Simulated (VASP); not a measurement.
# HfN (F-43m) in VASP: further runs, part 2 of 2

VASP 6.6.1. Earlier steps stand in the parts before.

## 3. Relaxation of cell and atoms, PBEsol, target pressure 5 GPa, at which the enthalpy is minimised

The input, INCAR:

```
SYSTEM = HfN
PREC     = Accurate       ! precision mode
ENCUT    = 600            ! plane-wave cutoff, eV
EDIFF    = 1E-6           ! SCF threshold, eV
ISMEAR   = -1             ! smearing method
SIGMA    = 0.05           ! smearing width, eV
LREAL    = .False.        ! projectors in reciprocal space
LASPH    = .True.         ! aspherical terms in the spheres
NELM     = 60             ! most SCF steps
ALGO     = Normal         ! electronic algorithm
ISIF     = 3              ! what is computed and relaxed
LWAVE    = .False.        ! write WAVECAR
LCHARG   = .False.        ! write CHGCAR
GGA      = PS             ! functional
IBRION   = 2              ! ionic algorithm
NSW      = 60             ! ionic steps
EDIFFG   = -0.01          ! ionic threshold
PSTRESS  = 50.0
```

The input, KPOINTS:

```
regular mesh
0
Gamma
  9 9 9
  0 0 0
```

The input, POSCAR:

```
HfN
1.0
    0.0000000000      2.4548220000      2.4548220000
    2.4548220000      0.0000000000      2.4548220000
    2.4548220000      2.4548220000      0.0000000000
Hf N
1 1
Direct
    0.0000000000      0.0000000000      0.0000000000
    0.2500000000      0.2500000000      0.2500000000
```

Potentials or basis: VASP PAW PBE potentials, release 64 (Hf_pv, N).

Started as:

```sh
$ cat potpaw_PBE.64/Hf_pv/POTCAR potpaw_PBE.64/N/POTCAR > POTCAR
$ mpirun -np 1 vasp_std > vasp.out
```

OUTCAR:

```text
SYSTEM = HfN
   PREC = Accurate
   ENCUT = 600
   EDIFF = 1E-6
   ISMEAR = -1
   LREAL = .False.
   LASPH = .True.
   NELM = 60
   ISIF = 3
   GGA = PS
   IBRION = 2
   NSW = 60
   EDIFFG = -0.01
   PSTRESS = 50.0

 ion  position               nearest neighbor table
   1  0.000  0.000  0.000-   2 2.13   2 2.13   2 2.13   2 2.13
   2  0.250  0.250  0.250-   1 2.13   1 2.13   1 2.13   1 2.13

  LATTYP: Found a face centered cubic cell.
 ALAT       =     4.9096440000

  Lattice vectors:

 A1 = (   0.0000000000,   2.4548220000,   2.4548220000)
 A2 = (   2.4548220000,   0.0000000000,   2.4548220000)
 A3 = (   2.4548220000,   2.4548220000,   0.0000000000)

Analysis of symmetry for initial positions (statically):
=====================================================================
 Subroutine PRICEL returns:
 Original cell was already a primitive cell.

 Routine SETGRP: Setting up the symmetry group for a
 face centered cubic supercell.

 Subroutine GETGRP returns: Found 24 space group operations
 (whereof 24 operations were pure point group operations)
 out of a pool of 48 trial point group operations.

The static configuration has the point symmetry T_d .

[... 167 lines left out ...]
  -------------------------------------------------------------------------------------
  Total       -1.1059589     -1.1059589     -1.1059589      0.0000000     -0.0000000      0.0000000
  in kB      -59.8907225    -59.8907225    -59.8907225      0.0000000     -0.0000000      0.0000000
  external PRESSURE =    -109.8907225 kB  Pullay stress =      50.0000000 kB
[... 101 lines left out ...]
--------------------------------------- Ionic step        4  -------------------------------------------

 number of electron      15.0000002 magnetization

 Free energy of the ion-electron system (eV)
  ---------------------------------------------------
  ext. energy  EPLUGINS =         0.00000000
  ---------------------------------------------------
  free energy    TOTEN  =       -22.26465346 eV

  energy without entropy =      -22.25959335  energy(sigma->0) =      -22.26212340

 E-fermi :   6.0177     XC(G=0): -11.6548

 val. band max:        5.9931526296   @ k =  -0.2222   0.3333   0.1111
 cond. band min:       6.0593890074   @ k =   0.2222   0.2222   0.0000
 fundamental gap:      0.0662363778
 Fermi energy:         6.0177440571

 k-point     1 :       0.0000    0.0000    0.0000
  band No.  band energies     occupation
      1     -24.8404      2.00000
      2     -24.8404      2.00000
      3     -24.8404      2.00000
      4     -10.3569      2.00000
      5       0.3118      2.00000
      6       0.3118      2.00000
      7       0.3118      2.00000
      8       5.4171      1.99999
      9       8.3524      0.00000
     10       8.3524      0.00000
     11      12.9574      0.00000
[... 309 lines left out ...]
 k-point    24 :       0.4444    0.4444    0.0000
  band No.  band energies     occupation
      1     -25.4080      2.00000
      2     -25.0324      2.00000
      3     -25.0324      2.00000
      4      -8.7544      2.00000
      5      -1.2020      2.00000
      6       2.2777      2.00000
      7       2.2777      2.00000
      8       4.8395      2.00000
      9       8.5253      0.00000
     10      10.2365      0.00000
     11      11.1266      0.00000

 [... further k-points ...]
[... 5 lines left out ...]
  --------------------------------------------------------------------------------------
  -------------------------------------------------------------------------------------
  Total        0.8712616      0.8712616      0.8712616      0.0000000      0.0000000      0.0000000
  in kB       49.7861220     49.7861220     49.7861220      0.0000000      0.0000000      0.0000000
  external PRESSURE =      -0.2138780 kB  Pullay stress =      50.0000000 kB
[... 21 lines left out ...]
  energy  without entropy=      -22.2595933486  energy(sigma->0) =      -22.26212340

  enthalpy is  TOTEN    =       -21.3896489275 eV   P V=        0.8750045337

 reached required accuracy - stopping structural energy minimisation
```

OSZICAR:

```text
N       E                     dE             d eps       ncg     rms          rms(c)
DAV:   1     0.454461890571E+02    0.45446E+02   -0.88123E+03   770   0.140E+03
DAV:   2    -0.224425886096E+02   -0.67889E+02   -0.63922E+02  1031   0.268E+02
DAV:   3    -0.255350463290E+02   -0.30925E+01   -0.30652E+01   956   0.504E+01
[... 32 lines left out ...]
       N       E                     dE             d eps       ncg     rms          rms(c)
DAV:   1    -0.222647836100E+02    0.11429E-02   -0.32748E-03   809   0.590E-01    0.180E-01
DAV:   2    -0.222646800671E+02    0.10354E-03   -0.20960E-04   809   0.135E-01    0.864E-02
DAV:   3    -0.222646543547E+02    0.25712E-04   -0.53439E-05   839   0.720E-02    0.559E-02
DAV:   4    -0.222646534612E+02    0.89351E-06   -0.51088E-06   940   0.231E-02
   4 F= -.21389649E+02 E0= -.21387119E+02  d E =-.557428E-01
```

Run time: 29 s. Hardware: 1 thread of Intel Xeon 6975P-C, shared host; peak memory 0.17 GiB.

Results:

| Quantity | Value |
| --- | --- |
| Free energy | -22.2647 eV |
| Relaxed volume | 14.02 Å³/atom |
| Relaxed cell | a = 3.410 Å, b = 3.410 Å, c = 3.410 Å, α = 60.00°, β = 60.00°, γ = 60.00° |
| Space group after relaxing (to 0.05 Å) | F-43m (No. 216) |
| Energy change on relaxing (the enthalpy is what falls) | -3.7 meV/atom |
| Ionic steps | 4 |
| Pressure after relaxing | 5.0 GPa |

The path:
| step | energy change (eV) | largest force (eV/Å) | pressure (GPa) | volume (Å³) |
| --- | --- | --- | --- | --- |
| 1 | 0.0000 | 0.0000 | -5.99 | 29.59 |
| 2 | 0.2737 | 0.0000 | 32.00 | 25.45 |
| 3 | -0.0087 | 0.0000 | 4.61 | 28.08 |
| 4 | -0.0074 | 0.0000 | 4.98 | 28.04 |

Final structure:
```
CELL_PARAMETERS angstrom
0.00000 2.41124 2.41124
2.41124 0.00000 2.41124
2.41124 2.41124 0.00000
ATOMIC_POSITIONS crystal
Hf 0.00000 0.00000 0.00000
N 0.25000 0.25000 0.25000
```

Caveat: the cell is relaxed towards a set pressure, so the enthalpy falls and the energy may rise; the PAW data sets were made with another functional, which shifts forces and pressure a little; spin-orbit coupling is left out, which moves the levels of the heavy elements.

## 4. Relaxation of cell and atoms, PBEsol, target pressure 10 GPa, at which the enthalpy is minimised

The input, INCAR:

```
PREC = Accurate
ENCUT = 600
EDIFF = 1E-6
ISMEAR = -1
SIGMA = 0.05
LREAL = False
LASPH = True
NELM = 100
ALGO = Normal
ISIF = 3
LWAVE = False
LCHARG = False
GGA = PS
IBRION = 2
NSW = 60
EDIFFG = -0.01
PSTRESS = 100.0
```

The input, KPOINTS:

```
Automatic mesh
0
Gamma
  9 9 9
```

POSCAR is that of step 3.

Started as:

```sh
$ cat potpaw_PBE.64/Hf_pv/POTCAR potpaw_PBE.64/N/POTCAR > POTCAR
$ mpirun -np 1 vasp_std > vasp.out
```

Run time: 46 s. Hardware: 1 thread of Intel Xeon 6975P-C, shared host; peak memory 0.18 GiB.

Results (log left out):

| Property | Result |
| --- | --- |
| Free energy | -22.2375 eV |
| Relaxed volume | 13.73 Å³/atom |
| Relaxed cell | a = 3.386 Å, b = 3.386 Å, c = 3.386 Å, α = 60.00°, β = 60.00°, γ = 60.00° |
| Space group after relaxing (to 0.05 Å) | F-43m (No. 216) |
| Energy change on relaxing (the enthalpy is what falls) | +9.9 meV/atom |
| Ionic steps | 7 |
| Pressure after relaxing | 10.0 GPa |

The path:
```csv
step,energy change (eV),largest force (eV/Å),pressure (GPa),volume (Å³)
1,0.0000,0.0000,-5.99,29.59
2,0.7616,0.0000,58.97,23.70
3,0.0135,0.0000,9.03,27.56
4,0.0189,0.0000,9.87,27.47
5,0.0215,0.0000,10.26,27.43
6,0.0166,0.0000,9.54,27.50
7,0.0198,0.0000,10.00,27.45
```

Final structure:
```
CELL_PARAMETERS angstrom
0.00000 2.39432 2.39432
2.39432 0.00000 2.39432
2.39432 2.39432 0.00000
ATOMIC_POSITIONS crystal
Hf 0.00000 0.00000 0.00000
N 0.25000 0.25000 0.25000
```

Levels at points of the mesh, in eV from the Fermi level:
| k point | band 5 | band 6 | band 7 | band 8 | band 9 | band 10 |
| --- | --- | --- | --- | --- | --- | --- |
| (0.00, 0.00, 0.00) | -5.81 | -5.81 | -5.81 | -0.55 | 2.38 | 2.38 |

Caveat: the cell is relaxed towards a set pressure, so the enthalpy falls and the energy may rise; the PAW data sets were made with another functional, which shifts forces and pressure a little; spin-orbit coupling is left out, which moves the levels of the heavy elements.

## 5. Relaxation of cell and atoms, PBEsol, target pressure 20 GPa, at which the enthalpy is minimised

The input, INCAR:

```
SYSTEM = HfN
ALGO = Normal
EDIFF = 1E-7
EDIFFG = -0.01
ENCUT = 600
GGA = PS
IBRION = 2
ISIF = 3
ISMEAR = -1
LASPH = .TRUE.
LCHARG = .FALSE.
LREAL = .FALSE.
LWAVE = .FALSE.
NELM = 60
NSW = 60
PREC = Accurate
PSTRESS = 200.0
SIGMA = 0.05
```

The input, KPOINTS:

```
k-points
0
G
  9 9 9
  0 0 0
```

POSCAR is that of step 4.

Started as:

```sh
$ cat potpaw_PBE.64/Hf_pv/POTCAR potpaw_PBE.64/N/POTCAR > POTCAR
$ mpirun -np 1 vasp_std > vasp.out
```

Run time: 49 s. Hardware: 1 thread of Intel Xeon 6975P-C, shared host; peak memory 0.18 GiB.

It converged, with:

```
Free energy                                            : -22.1447 eV
Relaxed volume                                         : 13.23 Å³/atom
Relaxed cell                                           : a = 3.344 Å, b = 3.344 Å, c = 3.344 Å, α = 60.00°, β = 60.00°, γ = 60.00°
Space group after relaxing (to 0.05 Å)                 : F-43m (No. 216)
Energy change on relaxing (the enthalpy is what falls) : +56.2 meV/atom
Ionic steps                                            : 5
Pressure after relaxing                                : 20.0 GPa
```

Step by step:
```tsv
step	energy change (eV)	largest force (eV/Å)	pressure (GPa)	volume (Å³)
1	0.0000	0.0000	-5.99	29.59
2	2.6955	0.0000	140.14	20.45
3	0.0793	0.0000	16.93	26.74
4	0.1043	0.0000	19.27	26.52
5	0.1125	0.0000	20.00	26.45
```

Final structure:
```xyz
2
Lattice="0.0000 2.3649 2.3649 2.3649 0.0000 2.3649 2.3649 2.3649 0.0000" Properties=species:S:1:pos:R:3 pbc="T T T"
Hf    0.0000    0.0000    0.0000
N     1.1824    1.1824    1.1824
```

Levels at points of the mesh, in eV from the Fermi level:
```
           k point  band 4  band 5  band 6  band 7  band 8  band 9  band 10  band 11
(0.00, 0.00, 0.00)  -16.67   -5.99   -5.99   -5.99   -0.45    2.47     2.47     7.32
```

Caveat: the cell is relaxed towards a set pressure, so the enthalpy falls and the energy may rise; the PAW data sets were made with another functional, which shifts forces and pressure a little; spin-orbit coupling is left out, which moves the levels of the heavy elements.

## 6. Summary

```tsv
cell	gap on the mesh (eV)	pressure (GPa)
relaxed to 2 GPa	none	2.0
relaxed to 5 GPa	none	5.0
relaxed to 10 GPa	none	10.0
relaxed to 20 GPa	none	20.0
```

Alike in all rows: task relaxation of cell and atoms; level PBEsol; potentials or basis VASP PAW PBE potentials, release 64 (Hf_pv, N); no spin polarisation; k mesh 9 × 9 × 9; cutoff (eV) 600; smearing fermi-dirac 0.05 eV.

Caveats: the cell is relaxed towards a set pressure, so the enthalpy falls and the energy may rise; the PAW data sets were made with another functional, which shifts forces and pressure a little; spin-orbit coupling is left out, which moves the levels of the heavy elements.

Absolute energies hang on the potentials; compare differences alone.
